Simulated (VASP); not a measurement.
# SrTe (Fm-3m) in VASP: a series of runs, part 2 of 2

VASP 6.6.1. Earlier steps stand in the parts before.

## 3. Relaxation of cell and atoms, r2SCAN

Contents of POSCAR:

```
SrTe
1.0
    0.0000000000      3.3509446948      3.3509446948
    3.3509446948      0.0000000000      3.3509446948
    3.3509446948      3.3509446948      0.0000000000
Sr Te
1 1
Direct
    0.5000000000      0.5000000000      0.5000000000
    0.0000000000      0.0000000000      0.0000000000
```

Contents of INCAR.step1:

```
PREC     = Accurate       # precision mode
ENCUT    = 550            # plane-wave cutoff, eV
ISMEAR   = 0              # smearing method
SIGMA    = 0.02           # smearing width, eV
LREAL    = False          # projectors in reciprocal space
LASPH    = True           # aspherical terms in the spheres
NELM     = 120            # most SCF steps
GGA      = PE             # functional
ALGO     = Normal         # electronic algorithm
EDIFF    = 1E-5           # SCF threshold, eV
LWAVE    = True           # write WAVECAR
LCHARG   = False          # write CHGCAR
GGA_COMPAT= False        
IBRION   = 2              # ionic algorithm
ISIF     = 3              # what is computed and relaxed
EDIFFG   = -0.005         # ionic threshold
NELMIN   = 4            
NSW      = 100            # ionic steps
```

Contents of INCAR.step2:

```
PREC     = Accurate       # precision mode
ENCUT    = 550            # plane-wave cutoff, eV
EDIFF    = 1E-7           # SCF threshold, eV
ISMEAR   = 0              # smearing method
SIGMA    = 0.02           # smearing width, eV
LREAL    = False          # projectors in reciprocal space
LASPH    = True           # aspherical terms in the spheres
NELM     = 120            # most SCF steps
ALGO     = Normal         # electronic algorithm
ISIF     = 3              # what is computed and relaxed
LWAVE    = False          # write WAVECAR
LCHARG   = False          # write CHGCAR
METAGGA  = R2SCAN         # meta-GGA
LMIXTAU  = True         
IBRION   = 2              # ionic algorithm
NSW      = 80             # ionic steps
EDIFFG   = -0.01          # ionic threshold
ISTART   = 1            
GGA_COMPAT= False        
NELMIN   = 4
```

Contents of KPOINTS:

```
Automatic mesh
0
Gamma
  8 8 8
```

Potentials or basis: VASP PAW PBE potentials, release 64 (Sr_sv, Te).

On the command line:

```console
$ cat potpaw_PBE.64/Sr_sv/POTCAR potpaw_PBE.64/Te/POTCAR > POTCAR
$ cp INCAR.step1 INCAR
$ mpirun -np 1 vasp_std > vasp.out
$ cp INCAR.step2 INCAR
$ mpirun -np 1 vasp_std > vasp.out
```

OUTCAR:

```text
PREC = Accurate
   ENCUT = 550
   EDIFF = 1E-7
   ISMEAR = 0
   LREAL = False
   LASPH = True
   NELM = 120
   ISIF = 3
   METAGGA = R2SCAN
   IBRION = 2
   NSW = 80
   EDIFFG = -0.01
   ISTART = 1
   NELMIN = 4

 ion  position               nearest neighbor table
   1  0.500  0.500  0.500-   2 3.35   2 3.35   2 3.35   2 3.35   2 3.35   2 3.35
   2  0.000  0.000  0.000-   1 3.35   1 3.35   1 3.35   1 3.35   1 3.35   1 3.35

  LATTYP: Found a face centered cubic cell.
 ALAT       =     6.7018893896

  Lattice vectors:

 A1 = (   0.0000000000,   3.3509446948,   3.3509446948)
 A2 = (   3.3509446948,   0.0000000000,   3.3509446948)
 A3 = (   3.3509446948,   3.3509446948,   0.0000000000)

Analysis of symmetry for initial positions (statically):
=====================================================================
 Subroutine PRICEL returns:
 Original cell was already a primitive cell.

 Routine SETGRP: Setting up the symmetry group for a
 face centered cubic supercell.

 Subroutine GETGRP returns: Found 48 space group operations
 (whereof 48 operations were pure point group operations)
 out of a pool of 48 trial point group operations.

The static configuration has the point symmetry O_h .

Analysis of symmetry for dynamics (positions and initial velocities):
=====================================================================
 Subroutine PRICEL returns:
 Original cell was already a primitive cell.

 Routine SETGRP: Setting up the symmetry group for a
 face centered cubic supercell.

 Subroutine GETGRP returns: Found 48 space group operations
 (whereof 48 operations were pure point group operations)
 out of a pool of 48 trial point group operations.

The dynamic configuration has the point symmetry O_h .

 Subroutine INISYM returns: Found 48 space group operations
 (whereof 48 operations are pure point group operations),
 and found     1 'primitive' translations

----------------------------------------------------------------------------------------

                                     Primitive cell

  volume of cell :      75.2544

  direct lattice vectors                    reciprocal lattice vectors
     0.000000000  3.350944695  3.350944695    -0.149211654  0.149211654  0.149211654
     3.350944695  0.000000000  3.350944695     0.149211654 -0.149211654  0.149211654
     3.350944695  3.350944695  0.000000000     0.149211654  0.149211654 -0.149211654

  length of vectors
     4.738951434  4.738951434  4.738951434     0.258442166  0.258442166  0.258442166

  position of ions in fractional coordinates (direct lattice)
     0.500000000  0.500000000  0.500000000
     0.000000000  0.000000000  0.000000000

  ion indices of the primitive-cell ions
   primitive index   ion index
                 1           1
[... 111 lines left out ...]

--------------------------------------- Ionic step        1  -------------------------------------------

 number of electron      16.0000000 magnetization

 Free energy of the ion-electron system (eV)
  ---------------------------------------------------
  ext. energy  EPLUGINS =         0.00000000
  ---------------------------------------------------
  free energy    TOTEN  =       -44.59733526 eV

  energy without entropy =      -44.59733526  energy(sigma->0) =      -44.59733526

------------------------ aborting loop because EDIFF is reached ----------------------------------------

  FORCE on cell =-STRESS in cart. coord.  units (eV):
  Direction    XX          YY          ZZ          XY          YZ          ZX
  --------------------------------------------------------------------------------------
  -------------------------------------------------------------------------------------
  Total        0.0749954      0.0749954      0.0749954      0.0000000     -0.0000000      0.0000000
  in kB        1.5966637      1.5966637      1.5966637      0.0000000     -0.0000000      0.0000000
  external PRESSURE =       1.5966637 kB  Pullay stress =       0.0000000 kB

 VOLUME and BASIS-vectors are now :
 -----------------------------------------------------------------------------
  energy-cutoff  :      550.00
  volume of cell :       75.25
      direct lattice vectors                 reciprocal lattice vectors
     0.000000000  3.350944695  3.350944695    -0.149211654  0.149211654  0.149211654
     3.350944695  0.000000000  3.350944695     0.149211654 -0.149211654  0.149211654
     3.350944695  3.350944695  0.000000000     0.149211654  0.149211654 -0.149211654

 POSITION                                       TOTAL-FORCE (eV/Angst)
 -----------------------------------------------------------------------------------
      3.35094      3.35094      3.35094         0.000000      0.000000      0.000000
      0.00000      0.00000      0.00000        -0.000000     -0.000000     -0.000000
 -----------------------------------------------------------------------------------
    total drift:                                0.000000      0.000000      0.000000

  FREE ENERGIE OF THE ION-ELECTRON SYSTEM (eV)
  ---------------------------------------------------
  free  energy   TOTEN  =       -44.5973352599 eV

  energy  without entropy=      -44.5973352599  energy(sigma->0) =      -44.59733526

--------------------------------------- Ionic step        2  -------------------------------------------

 number of electron      16.0000000 magnetization

 Free energy of the ion-electron system (eV)
  ---------------------------------------------------
  ext. energy  EPLUGINS =         0.00000000
  ---------------------------------------------------
  free energy    TOTEN  =       -44.59749334 eV

  energy without entropy =      -44.59749334  energy(sigma->0) =      -44.59749334

 E-fermi :   2.6736     XC(G=0):  -8.7890

 val. band max:        2.4608835005   @ k =   0.0000   0.0000   0.0000
 cond. band min:       4.6142429393   @ k =   0.5000   0.5000   0.0000
 fundamental gap:      2.1533594388
 Fermi energy:         2.6736320931

 k-point     1 :       0.0000    0.0000    0.0000
  band No.  band energies     occupation
      1     -33.4947      2.00000
      2     -14.8566      2.00000
      3     -14.8566      2.00000
      4     -14.8566      2.00000
      5      -7.7346      2.00000
      6       2.4609      2.00000
      7       2.4609      2.00000
      8       2.4609      2.00000
      9       5.9616      0.00000
     10       6.2050      0.00000
     11       6.2050      0.00000
     12       6.2050      0.00000
[... 331 lines left out ...]
 k-point    24 :      -0.3750    0.2500    0.1250
  band No.  band energies     occupation
      1     -33.4901      2.00000
      2     -14.9478      2.00000
      3     -14.8856      2.00000
      4     -14.8704      2.00000
      5      -7.1492      2.00000
      6       0.1171      2.00000
      7       1.1358      2.00000
      8       1.3937      2.00000
      9       6.9230      0.00000
     10       7.1844      0.00000
     11       8.5234      0.00000
     12       8.7241      0.00000

 [... further k-points ...]

------------------------ aborting loop because EDIFF is reached ----------------------------------------

  FORCE on cell =-STRESS in cart. coord.  units (eV):
  Direction    XX          YY          ZZ          XY          YZ          ZX
  --------------------------------------------------------------------------------------
  -------------------------------------------------------------------------------------
  Total       -0.0145674     -0.0145674     -0.0145674      0.0000000      0.0000000      0.0000000
  in kB       -0.3084656     -0.3084656     -0.3084656      0.0000000      0.0000000      0.0000000
  external PRESSURE =      -0.3084656 kB  Pullay stress =       0.0000000 kB

 VOLUME and BASIS-vectors are now :
 -----------------------------------------------------------------------------
  energy-cutoff  :      550.00
  volume of cell :       75.66
      direct lattice vectors                 reciprocal lattice vectors
     0.000000000  3.357006516  3.357006516    -0.148942219  0.148942219  0.148942219
     3.357006516 -0.000000000  3.357006516     0.148942219 -0.148942219  0.148942219
     3.357006516  3.357006516  0.000000000     0.148942219  0.148942219 -0.148942219

 POSITION                                       TOTAL-FORCE (eV/Angst)
 -----------------------------------------------------------------------------------
      3.35701      3.35701      3.35701         0.000000     -0.000000      0.000000
      3.35701      3.35701      6.71401         0.000000      0.000000     -0.000000
 -----------------------------------------------------------------------------------
    total drift:                                0.000000      0.000000      0.000000

  FREE ENERGIE OF THE ION-ELECTRON SYSTEM (eV)
  ---------------------------------------------------
  free  energy   TOTEN  =       -44.5974933390 eV

  energy  without entropy=      -44.5974933390  energy(sigma->0) =      -44.59749334

 reached required accuracy - stopping structural energy minimisation
```

Wall time 2.3 min (1 thread of Intel Xeon Platinum 8488C (Sapphire Rapids), shared host); peak memory 0.24 GiB.

What came out:

* Free energy: -44.5975 eV
* Relaxed volume: 37.83 Å³/atom
* Relaxed cell: a = 4.748 Å, b = 4.748 Å, c = 4.748 Å, α = 60.00°, β = 60.00°, γ = 60.00°
* Space group after relaxing (to 0.1 Å): Fm-3m (No. 225)
* Energy gained by relaxing: 0.1 meV/atom
* Ionic steps: 2
* Pressure after relaxing: 0.0 GPa
* Band gap on the k mesh: 2.15 eV (least direct gap 2.90 eV)

The path:
```csv
step,energy change (eV),largest force (eV/Å),pressure (GPa),volume (Å³)
1,0.0000,0.0000,0.16,75.25
2,-0.0002,0.0000,-0.03,75.66
```

Final structure:
```
Sr Te
1.0
     0.00000    3.35701    3.35701
     3.35701    0.00000    3.35701
     3.35701    3.35701    0.00000
Sr Te
1 1
Direct
  0.50000 0.50000 0.50000
  0.00000 0.00000 0.00000
```

Caveat: the PAW data sets were made with another functional, which shifts forces and pressure a little; spin-orbit coupling is left out, which moves the levels of the heavy elements.
